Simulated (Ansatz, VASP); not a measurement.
## Rh: VASP beside Ansatz

The input INCAR:

```
PREC = Accurate
ENCUT = 520
EDIFF = 1E-6
ISMEAR = 0
SIGMA = 0.15
LREAL = False
LASPH = True
NELM = 80
ALGO = Fast
ISIF = 2
LWAVE = False
LCHARG = True
GGA = PS
LELF = True
LVHAR = True
NBANDS = 38
```

File KPOINTS:

```
regular mesh
0
Gamma
  18 18 6
```

The input POSCAR:

```
Rh
1.0
    2.7736243440      0.0000000000      0.0000000000
   -1.3868121720      2.4020291425      0.0000000000
    0.0000000000      0.0000000000      8.0877844121
Rh
4
Direct
    0.0000000000      0.0000000000      0.0000000000
    0.3333333333      0.6666666667      0.2500000000
    0.0000000000      0.0000000000      0.5000000000
    0.6666666667      0.3333333333      0.7500000000
```

Input for Ansatz:

```yaml
crystal:
  lattice:
    - [2.773624344, 0.0, 0.0]
    - [-1.386812172, 2.4020291425, 0.0]
    - [0.0, 0.0, 8.0877844121]
  atoms:
    - { symbol: Rh, position: [0.0, 0.0, 0.0] }
    - { symbol: Rh, position: [0.3333333333, 0.6666666667, 0.25] }
    - { symbol: Rh, position: [0.0, 0.0, 0.5] }
    - { symbol: Rh, position: [0.6666666667, 0.3333333333, 0.75] }
basis:
  ecutwfc: 420
kpoints:
  mp_grid: { grid: [18, 18, 6] }
hamiltonian:
  xc: pbesol
  pseudopotentials: { kind: paw, azcp: { folder: soft_1 } }
scf:
  occupations: { method: gaussian, width: 0.15 }
output:
  forces: true
  stress: true
  eigenvalues: true
```

Change from the starting cell: strain +e along x and -e along y +0.0000, strain +e along z and -e/2 along x and y -0.0733.

Alike in both runs: task single point; functional PBEsol; k mesh 18 × 18 × 6; occupations gaussian, width 0.15 eV; no spin polarisation.

|  | VASP | Ansatz |
| --- | --- | --- |
| version | VASP 6.6.1 | Ansatz 0.2.0 |
| potentials or method | VASP PAW PBE potentials, release 64 (Rh_pv), cutoff 520 eV | scalar-relativistic, plane waves, PAW |
| valence electrons in the cell | 60 | 68 |

```csv
,VASP,Ansatz,Ansatz less VASP
gap on the k mesh at the Fermi level (eV),none,none,-
pressure (GPa),5.8,5.9,+0.05
"traceless stress, the component that is largest in VASP (GPa)",24.89,24.93,+0.046
```

VASP's potentials were made for PBE, not for PBEsol, and Ansatz warns of the same on its side. A gap of «none» marks a metal or a gap that the smearing closes. VASP's potentials hold 60 valence electrons a cell and Ansatz's 68, so a difference there can come from the potentials and not from the codes.
